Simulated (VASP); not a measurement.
Input of a VASP 6.6.1 run:

INCAR

```
SYSTEM = Mg2Sn
  PREC = Accurate
  ENCUT = 600
  EDIFF = 1E-6
  ISMEAR = 1
  SIGMA = 0.2
  LREAL = .False.
  LASPH = .True.
  NELM = 120
  ALGO = Normal
  ISIF = 2
  LWAVE = .False.
  LCHARG = .True.
  GGA = PS
  LELF = .True.
  LVHAR = .True.
  NBANDS = 16
  GGA_COMPAT = .False.
```

KPOINTS

```
Automatic mesh
0
Gamma
  4 4 4
  0 0 0
```

POSCAR

```
Mg2Sn
1.0
    0.0000000000      3.3799352825      3.3799352825
    3.3799352825      0.0000000000      3.3799352825
    3.3799352825      3.3799352825      0.0000000000
Sn Mg
1 2
Direct
    0.0000000000      0.0000000000      0.0000000000
    0.2500000000      0.2500000000      0.2500000000
    0.7500000000      0.7500000000      0.7500000000
```

Potentials or basis: VASP PAW PBE potentials, release 64 (Sn_d, Mg).

Launch:

```bash
$ cat potpaw_PBE.64/Sn_d/POTCAR potpaw_PBE.64/Mg/POTCAR > POTCAR
$ mpirun -np 1 vasp_std > vasp.out
```

Task: Predict the pressure.

Result: -0.2 GPa.

Task: Estimate the band gap on the k mesh.

Result: Zero (bands 9 and 10 overlap by 0.14 eV).

Caveat: the k points lie up to 0.40 Å⁻¹ apart; the structure was generated, so it needn't be the stable form of Mg2Sn; the PAW data sets were made with another functional, which shifts forces and pressure a little; spin-orbit coupling is left out, which moves the levels of the heavy elements.
